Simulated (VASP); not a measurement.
Here is a VASP 6.6.1 calculation.

The input INCAR:

```
SYSTEM = Mg
PREC = Accurate
ENCUT = 520
EDIFF = 1E-6
ISMEAR = -1
SIGMA = 0.05
LREAL = .FALSE.
LASPH = .TRUE.
NELM = 80
ALGO = Normal
ISIF = 2
LWAVE = .FALSE.
LCHARG = .FALSE.
NBANDS = 7
```

The input KPOINTS:

```
Automatic mesh
0
G
  16 16 16
  0 0 0
```

Contents of POSCAR:

```
Mg
1.0
    0.0000000000      1.6331054116      1.6331054116
    1.6331054116      0.0000000000      1.6331054116
    1.6331054116      1.6331054116      0.0000000000
Mg
1
Direct
    0.0000000000      0.0000000000      0.0000000000
```

Potentials or basis: VASP PAW LDA potentials, release 64 (Mg).

Command:

```bash
$ cat potpaw_LDA.64/Mg/POTCAR > POTCAR
$ mpirun -np 1 vasp_std > vasp.out
```

What does it give for the pressure?

211.8 GPa.

Estimate the band gap on the k mesh.

zero (band 1 reaches 11.71 eV, above the bottom of band 2 at 8.94 eV).
